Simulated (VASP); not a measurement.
# TiAl (P4/mmm) in VASP: a series of runs

Runs on TiAl. Level: LDA. Tasks: single point.

All numbers are computed with VASP 6.6.1; they aren't measurements. Logs are shortened: lines on timing, memory, paths and dates and some standing lists are left out, and cuts for length are marked.

### 1 The cell of the first run

Symmetry: P4/mmm, No. 123, tetragonal system. The conventional cell has a = 3.052 Å, b = 3.052 Å, c = 3.433 Å, α = 90.00°, β = 90.00°, γ = 90.00°. Ti (site symmetry 4/mmm) has 8 Al at 2.76 Å and 6 Ti at 3.05 to 3.43 Å within 3.6 Å. Within 3.6 Å of Al (site symmetry 4/mmm) lie 8 Ti at 2.76 Å and 6 Al at 3.05 to 3.43 Å.

### 2 Single point, LDA (strain -0.040 along x and y, +0.080 along z)

Input file INCAR:

```
SYSTEM = TiAl
ALGO     = Fast           ! electronic algorithm
EDIFF    = 1E-6           ! SCF threshold, eV
ENCUT    = 520            ! plane-wave cutoff, eV
ISIF     = 2              ! what is computed and relaxed
ISMEAR   = 0              ! smearing method
LASPH    = .True.         ! aspherical terms in the spheres
LCHARG   = .False.        ! write CHGCAR
LREAL    = .False.        ! projectors in reciprocal space
LWAVE    = .False.        ! write WAVECAR
NBANDS   = 14             ! bands
NELM     = 100            ! most SCF steps
PREC     = Accurate       ! precision mode
SIGMA    = 0.15           ! smearing width, eV
```

Input file KPOINTS:

```
k-points
0
Gamma
  16 16 16
  0 0 0
```

Input file POSCAR:

```
TiAl
1.0
    3.0519014400      0.0000000000      0.0000000000
    0.0000000000      3.0519014400      0.0000000000
    0.0000000000      0.0000000000      3.4333891200
Ti Al
1 1
Direct
    0.0000000000      0.0000000000      0.0000000000
    0.5000000000      0.5000000000      0.5000000000
```

Potentials or basis: VASP PAW LDA potentials, release 64 (Ti_sv, Al).

Started as:

```console
> cat potpaw_LDA.64/Ti_sv/POTCAR potpaw_LDA.64/Al/POTCAR > POTCAR
> mpirun -np 1 vasp_std > vasp.out
```

OUTCAR:

```text
SYSTEM = TiAl
   EDIFF = 1E-6
   ENCUT = 520
   ISIF = 2
   ISMEAR = 0
   LASPH = .True.
   LREAL = .False.
   NELM = 100
   PREC = Accurate

 ion  position               nearest neighbor table
   1  0.000  0.000  0.000-   2 2.76   2 2.76   2 2.76   2 2.76   2 2.76   2 2.76   2 2.76   2 2.76

   2  0.500  0.500  0.500-   1 2.76   1 2.76   1 2.76   1 2.76   1 2.76   1 2.76   1 2.76   1 2.76

  LATTYP: Found a simple tetragonal cell.
 ALAT       =     3.0519014400
 C/A-ratio  =     1.1250000000

  Lattice vectors:

 A1 = (   3.0519014400,   0.0000000000,   0.0000000000)
 A2 = (   0.0000000000,   3.0519014400,   0.0000000000)
 A3 = (   0.0000000000,   0.0000000000,   3.4333891200)

Analysis of symmetry for initial positions (statically):
=====================================================================
 Subroutine PRICEL returns:
 Original cell was already a primitive cell.

 Routine SETGRP: Setting up the symmetry group for a
 simple tetragonal supercell.

 Subroutine GETGRP returns: Found 16 space group operations
 (whereof 16 operations were pure point group operations)
 out of a pool of 16 trial point group operations.

The static configuration has the point symmetry D_4h.

Analysis of symmetry for dynamics (positions and initial velocities):
=====================================================================
 Subroutine PRICEL returns:
 Original cell was already a primitive cell.

 Routine SETGRP: Setting up the symmetry group for a
 simple tetragonal supercell.

 Subroutine GETGRP returns: Found 16 space group operations
 (whereof 16 operations were pure point group operations)
 out of a pool of 16 trial point group operations.

The dynamic configuration has the point symmetry D_4h.

 Subroutine INISYM returns: Found 16 space group operations
 (whereof 16 operations are pure point group operations),
 and found     1 'primitive' translations

----------------------------------------------------------------------------------------

                                     Primitive cell

  volume of cell :      31.9789

  direct lattice vectors                    reciprocal lattice vectors
     3.051901440  0.000000000  0.000000000     0.327664579  0.000000000  0.000000000
     0.000000000  3.051901440  0.000000000     0.000000000  0.327664579  0.000000000
     0.000000000  0.000000000  3.433389120     0.000000000  0.000000000  0.291257403

  length of vectors
     3.051901440  3.051901440  3.433389120     0.327664579  0.327664579  0.291257403

  position of ions in fractional coordinates (direct lattice)
     0.000000000  0.000000000  0.000000000
     0.500000000  0.500000000  0.500000000

  ion indices of the primitive-cell ions
   primitive index   ion index
                 1           1
                 2           2

----------------------------------------------------------------------------------------

 KPOINTS: k-points

Automatic generation of k-mesh.
 Grid dimensions read from file:
 generate k-points for:   16   16   16

 Generating k-lattice:

  Cartesian coordinates                     Fractional coordinates (reciprocal lattice)
     0.020479036  0.000000000  0.000000000     0.062500000  0.000000000  0.000000000
     0.000000000  0.020479036  0.000000000     0.000000000  0.062500000  0.000000000
     0.000000000  0.000000000  0.018203588     0.000000000  0.000000000  0.062500000

  Length of vectors
     0.020479036  0.020479036  0.018203588

  Shift w.r.t. Gamma in fractional coordinates (k-lattice)
     0.000000000  0.000000000  0.000000000

 Subroutine IBZKPT returns following result:
 ===========================================

 Found    405 irreducible k-points:

 Following reciprocal coordinates:
            Coordinates               Weight
  0.000000  0.000000  0.000000      1.000000
  0.062500  0.000000  0.000000      4.000000
  0.125000  0.000000  0.000000      4.000000
  0.187500  0.000000  0.000000      4.000000
  0.250000  0.000000  0.000000      4.000000
  0.312500  0.000000  0.000000      4.000000
[... 16 lines left out ...]
  0.437500  0.125000  0.000000      8.000000
  0.500000  0.125000  0.000000      4.000000
 [... further k-points ...]
   k-points           NKPTS =    405   k-points in BZ     NKDIM =    405   number of bands    NBANDS=     14
   number of dos      NEDOS =    301   number of ions     NIONS =      2
   total plane-waves  NPLWV =  16128
   dimension x,y,z NGX =    24 NGY =   24 NGZ =   28
   dimension x,y,z NGXF=    48 NGYF=   48 NGZF=   56
   ions per type =               1   1
   NGX,Y,Z   is equivalent  to a cutoff of  13.07, 13.07, 13.56 a.u.
   NGXF,Y,Z  is equivalent  to a cutoff of  26.15, 26.15, 27.12 a.u.
 SYSTEM =  TiAl
   PREC   = accura    normal or accurate (medium, high low for compatibility)
   ISTART =      0    job   : 0-new  1-cont  2-samecut
   ICHARG =      2    charge: 1-file 2-atom 10-const
   ISPIN  =      1    spin polarized calculation?
   LNONCOLLINEAR =      F non collinear calculations
   LSORBIT =      F    spin-orbit coupling
   LASPH  =      T    aspherical Exc in radial PAW
   ENCUT  =  520.0 eV  38.22 Ry    6.18 a.u.   5.67  5.67  6.38*2*pi/ulx,y,z
   NELM   =    100;   NELMIN=  2; NELMDL= -5     # of ELM steps
   EDIFF  = 0.1E-05   stopping-criterion for ELM
   LREAL  =      F    real-space projection
   EDIFFG = 0.1E-04   stopping-criterion for IOM
   NSW    =      0    number of steps for IOM
   IBRION =     -1    ionic relax: 0-MD 1-quasi-New 2-CG
   NFREE  =      0    steps in history (QN), initial steepest desc. (CG)
   ISIF   =      2    stress and relaxation
   ISYM   =      2    0-nonsym 1-usesym 2-fastsym
   POTIM  = 0.5000    time-step for ionic-motion
   TEBEG  =    0.0;   TEEND  =   0.0 temperature during run
   PSTRESS=    0.0 pullay stress
   NELECT =      15.0000    total number of electrons
   NUPDOWN=      -1.0000    fix difference up-down
   EMIN   =  10.00;   EMAX   =-10.00  energy-range for DOS
   EFERMI =   0.00;   METHOD = LEGACY
   ISMEAR =     0;   SIGMA  =   0.15  broadening in eV -4-tet -1-fermi 0-gaus
   EFERMI_NEDOS =   21; number of points for ismear=-14 and -15
   IALGO  =     68    algorithm
   IMIX   =      4    mixing-type and parameters
     AMIX     =   0.40;   BMIX     =  1.00
     AMIX_MAG =   1.60;   BMIX_MAG =  1.00
  volume/ion in A,a.u.               =      15.99       107.90
  Fermi-wavevector in a.u.,A,eV,Ry     =   1.271991  2.403714 22.013684  1.617960
  Thomas-Fermi vector in A             =   2.404893
   LORBIT       =      0    0 simple, 1 ext, 2 COOP (PROOUT), +10 PAW based schemes
   GGA     = CA    functional components
   LHFCALC =     F    Hartree Fock is set to
   AEXX    =    0.0000 exact exchange contribution
   IVDW    =     0    specifies the selected vdW correction
   LEPSILON=     F    determine dielectric tensor
   LRPA    =     F    only Hartree local field effects (RPA)
 non-spin polarized calculation
 RMM-DIIS sequential band-by-band and
 Gauss-broadening in eV      SIGMA  =   0.15
  energy-cutoff  :      520.00
  volume of cell :       31.98
 maximum number of plane-waves:       876
 NGX is ok and might be reduce to    24
   NGX = 11   NGY = 11   NGZ = 13

 number of electron      15.0000004 magnetization

 Free energy of the ion-electron system (eV)
  ---------------------------------------------------
  ext. energy  EPLUGINS =         0.00000000
  ---------------------------------------------------
  free energy    TOTEN  =       -13.36007253 eV

  energy without entropy =      -13.33100123  energy(sigma->0) =      -13.34553688

 E-fermi :   8.4731     XC(G=0): -11.3322

 val. band max:        8.4715328652   @ k =   0.1875   0.0000   0.3750
 cond. band min:       8.4761356427   @ k =   0.1875   0.0625   0.3750
 fundamental gap:      0.0046027775
 Fermi energy:         8.4731370314

 k-point     1 :       0.0000    0.0000    0.0000
  band No.  band energies     occupation
      1     -47.6071      2.00000
      2     -24.2812      2.00000
      3     -24.1303      2.00000
      4     -24.1303      2.00000
      5      -0.6562      2.00000
      6       6.9531      2.00000
      7       7.2804      2.00000
      8      10.2190      0.00000
      9      10.2190      0.00000
     10      10.7251      0.00000
     11      11.0693      0.00000
     12      14.1141      0.00000
     13      14.1141      0.00000
     14      17.2698      0.00000

 k-point     2 :       0.0625    0.0000    0.0000
  band No.  band energies     occupation
      1     -47.6061      2.00000
      2     -24.2802      2.00000
      3     -24.1401      2.00000
      4     -24.1294      2.00000
      5      -0.5887      2.00000
      6       6.9818      2.00000
      7       7.2796      2.00000
      8       9.9261      0.00000
      9      10.2290      0.00000
     10      10.6325      0.00000
     11      11.4020      0.00000
     12      13.6997      0.00000
     13      14.2465      0.00000
     14      17.0854      0.00000

 k-point     3 :       0.1250    0.0000    0.0000
  band No.  band energies     occupation
      1     -47.6034      2.00000
      2     -24.2774      2.00000
      3     -24.1680      2.00000
      4     -24.1270      2.00000
      5      -0.3879      2.00000
      6       7.0397      2.00000
      7       7.2713      2.00000
      8       9.4526      0.00000
      9      10.2575      0.00000
     10      10.3959      0.00000
     11      11.9974      0.00000
     12      12.8793      0.00000
     13      14.6050      0.00000
     14      16.8339      0.00000
[... 324 lines left out ...]
 k-point    23 :       0.4375    0.1250    0.0000
  band No.  band energies     occupation
      1     -47.5789      2.00000
      2     -24.3695      2.00000
      3     -24.2522      2.00000
      4     -24.1444      2.00000
      5       2.5573      2.00000
      6       4.3875      2.00000
      7       7.9987      1.99999
      8       8.1399      1.99832
      9       8.8722      0.00017
     10      10.1155      0.00000
     11      11.9141      0.00000
     12      15.2394      0.00000
     13      16.1266      0.00000
     14      16.5818      0.00000

 k-point    24 :       0.5000    0.1250    0.0000
  band No.  band energies     occupation
      1     -47.5779      2.00000
      2     -24.3790      2.00000
      3     -24.2512      2.00000
      4     -24.1434      2.00000
      5       3.0977      2.00000
      6       3.7988      2.00000
      7       7.9514      2.00000
      8       8.2305      1.97784
      9       8.7863      0.00315
     10      10.1305      0.00000
     11      11.9819      0.00000
     12      15.1925      0.00000
     13      16.8560      0.00000
     14      17.3632      0.00000

 [... further k-points ...]
[... 5 lines left out ...]
  --------------------------------------------------------------------------------------
  -------------------------------------------------------------------------------------
  Total       -1.5960698     -1.5960698      0.1053253      0.0000000     -0.0000000      0.0000000
  in kB      -79.9647231    -79.9647231      5.2769048      0.0000000     -0.0000000      0.0000000
  external PRESSURE =     -51.5508472 kB  Pullay stress =       0.0000000 kB

 VOLUME and BASIS-vectors are now :
 -----------------------------------------------------------------------------
  energy-cutoff  :      520.00
  volume of cell :       31.98
      direct lattice vectors                 reciprocal lattice vectors
     3.051901440  0.000000000  0.000000000     0.327664579  0.000000000  0.000000000
     0.000000000  3.051901440  0.000000000     0.000000000  0.327664579  0.000000000
     0.000000000  0.000000000  3.433389120     0.000000000  0.000000000  0.291257403

 POSITION                                       TOTAL-FORCE (eV/Angst)
 -----------------------------------------------------------------------------------
      0.00000      0.00000      0.00000         0.000000      0.000000      0.000000
      1.52595      1.52595      1.71669         0.000000      0.000000      0.000000
 -----------------------------------------------------------------------------------
    total drift:                                0.000000      0.000000      0.000000

  FREE ENERGIE OF THE ION-ELECTRON SYSTEM (eV)
  ---------------------------------------------------
  free  energy   TOTEN  =       -13.3600725253 eV

  energy  without entropy=      -13.3310012323  energy(sigma->0) =      -13.34553688
```

It took 2.2 min on 1 thread of Intel Xeon 6975P-C, shared host; peak memory 0.29 GiB.

What came out:

```
Free energy : -13.3601 eV
Pressure    : -5.2 GPa
```

Stress tensor (GPa, compression positive):
```
-8.00  0.00  0.00
 0.00 -8.00  0.00
 0.00  0.00  0.53
```

Caveat: the cell differs from its parent crystal (strain -0.040 along x and y, +0.080 along z).

### 3 Single point, LDA (strain +0.040 along x and y, -0.080 along z)

Input file INCAR:

```
PREC = Accurate
ENCUT = 520
EDIFF = 1E-6
ISMEAR = 0
SIGMA = 0.15
LREAL = False
LASPH = True
NELM = 80
ALGO = Fast
ISIF = 2
LWAVE = False
LCHARG = False
GGA = CA
NBANDS = 14
```

Input file KPOINTS:

```
Automatic mesh
0
Gamma
  16 16 16
```

Input file POSCAR:

```
TiAl
1.0
    3.3062265600      0.0000000000      0.0000000000
    0.0000000000      3.3062265600      0.0000000000
    0.0000000000      0.0000000000      2.9247388800
Ti Al
1 1
Direct
    0.0000000000      0.0000000000      0.0000000000
    0.5000000000      0.5000000000      0.5000000000
```

Potentials or basis: VASP PAW LDA potentials, release 64 (Ti_sv, Al).

Started as:

```console
> cat potpaw_LDA.64/Ti_sv/POTCAR potpaw_LDA.64/Al/POTCAR > POTCAR
> mpirun -np 1 vasp_std > vasp.out
```

OUTCAR:

```text
PREC = Accurate
   ENCUT = 520
   EDIFF = 1E-6
   ISMEAR = 0
   LREAL = False
   LASPH = True
   NELM = 80
   ISIF = 2
   GGA = CA

 ion  position               nearest neighbor table
   1  0.000  0.000  0.000-   2 2.76   2 2.76   2 2.76   2 2.76   2 2.76   2 2.76   2 2.76   2 2.76

   2  0.500  0.500  0.500-   1 2.76   1 2.76   1 2.76   1 2.76   1 2.76   1 2.76   1 2.76   1 2.76

  LATTYP: Found a simple tetragonal cell.
 ALAT       =     3.3062265600
 C/A-ratio  =     0.8846153846

  Lattice vectors:

 A1 = (   3.3062265600,   0.0000000000,   0.0000000000)
 A2 = (   0.0000000000,   3.3062265600,   0.0000000000)
 A3 = (   0.0000000000,   0.0000000000,   2.9247388800)

Analysis of symmetry for initial positions (statically):
=====================================================================
 Subroutine PRICEL returns:
 Original cell was already a primitive cell.

 Routine SETGRP: Setting up the symmetry group for a
 simple tetragonal supercell.

 Subroutine GETGRP returns: Found 16 space group operations
 (whereof 16 operations were pure point group operations)
 out of a pool of 16 trial point group operations.

[... 168 lines left out ...]
 fundamental gap:      0.0010052052
 Fermi energy:         8.5068255876

 k-point     1 :       0.0000    0.0000    0.0000
  band No.  band energies     occupation
      1     -47.5952      2.00000
      2     -24.2346      2.00000
      3     -24.2346      2.00000
      4     -24.0279      2.00000
      5      -0.6543      2.00000
      6       6.9921      2.00000
      7       7.2337      2.00000
      8       9.9390      0.00000
      9      10.6318      0.00000
     10      10.6318      0.00000
     11      11.9456      0.00000
     12      11.9456      0.00000
     13      15.4555      0.00000
     14      16.9140      0.00000
[... 377 lines left out ...]
      1     -47.5840      2.00000
      2     -24.3576      2.00000
      3     -24.2410      2.00000
      4     -24.0176      2.00000
      5       2.3055      2.00000
      6       3.5943      2.00000
      7       7.8856      2.00000
      8       7.9051      2.00000
      9       9.6609      0.00000
     10      10.6277      0.00000
     11      11.1223      0.00000
     12      14.4747      0.00000
     13      15.7841      0.00000
     14      17.9063      0.00000

 [... further k-points ...]
[... 5 lines left out ...]
  --------------------------------------------------------------------------------------
  -------------------------------------------------------------------------------------
  Total       -0.8311997     -0.8311997     -1.1775509      0.0000000     -0.0000000      0.0000000
  in kB      -41.6546626    -41.6546626    -59.0116787      0.0000000     -0.0000000      0.0000000
  external PRESSURE =     -47.4403347 kB  Pullay stress =       0.0000000 kB

 VOLUME and BASIS-vectors are now :
 -----------------------------------------------------------------------------
  energy-cutoff  :      520.00
  volume of cell :       31.97
      direct lattice vectors                 reciprocal lattice vectors
     3.306226560  0.000000000  0.000000000     0.302459611  0.000000000  0.000000000
     0.000000000  3.306226560  0.000000000     0.000000000  0.302459611  0.000000000
     0.000000000  0.000000000  2.924738880     0.000000000  0.000000000  0.341910865

 POSITION                                       TOTAL-FORCE (eV/Angst)
 -----------------------------------------------------------------------------------
      0.00000      0.00000      0.00000         0.000000      0.000000      0.000000
      1.65311      1.65311      1.46237         0.000000      0.000000      0.000000
 -----------------------------------------------------------------------------------
    total drift:                               -0.000000     -0.000000     -0.000000

  FREE ENERGIE OF THE ION-ELECTRON SYSTEM (eV)
  ---------------------------------------------------
  free  energy   TOTEN  =       -13.3145239874 eV

  energy  without entropy=      -13.2830723464  energy(sigma->0) =      -13.29879817
```

stdout:

```text
POSCAR found type information on POSCAR TiAl
 POSCAR found :  2 types and       2 ions
 scaLAPACK will be used
 LDA part: xc-table for (Slater(with rela. corr.)+CA(PZ))
 , standard interpolation
 POSCAR, INCAR and KPOINTS ok, starting setup
 FFT: planning ... GRIDC
 FFT: planning ... GRID_SOFT
 FFT: planning ... GRID
 WAVECAR not read
 entering main loop
WARNING in EDDRMM: call to ZHEGV failed, returncode =   8  4      5
WARNING in EDDRMM: call to ZHEGV failed, returncode =   8  4      5
WARNING in EDDRMM: call to ZHEGV failed, returncode =   6  3     14
```

Wall time 3.1 min (1 thread of Intel Xeon 6975P-C, shared host); peak memory 0.29 GiB.

What came out:

| Property | Result |
| --- | --- |
| Free energy | -13.3145 eV |
| Pressure | -4.7 GPa |

Levels at points of the mesh, in eV from the Fermi level:
| k point | band 5 | band 6 | band 7 | band 8 | band 9 | band 10 |
| --- | --- | --- | --- | --- | --- | --- |
| (0.00, 0.00, 0.00) | -9.16 | -1.51 | -1.27 | 1.43 | 2.12 | 2.12 |
| (0.50, 0.00, 0.00) | -6.29 | -5.16 | -0.63 | -0.32 | 1.11 | 2.26 |
| (0.50, 0.50, 0.00) | -5.47 | -2.34 | -2.34 | -1.57 | 1.42 | 1.42 |
| (0.00, 0.00, 0.50) | -5.06 | -4.85 | -0.25 | -0.22 | -0.22 | 1.82 |
| (0.50, 0.00, 0.50) | -4.63 | -2.07 | -1.32 | -1.23 | 0.29 | 0.61 |
| (0.50, 0.50, 0.50) | -2.99 | -2.97 | -2.97 | 0.77 | 2.61 | 2.96 |

Caveat: the cell differs from its parent crystal (strain +0.040 along x and y, -0.080 along z).

[end of part 1 of 2]
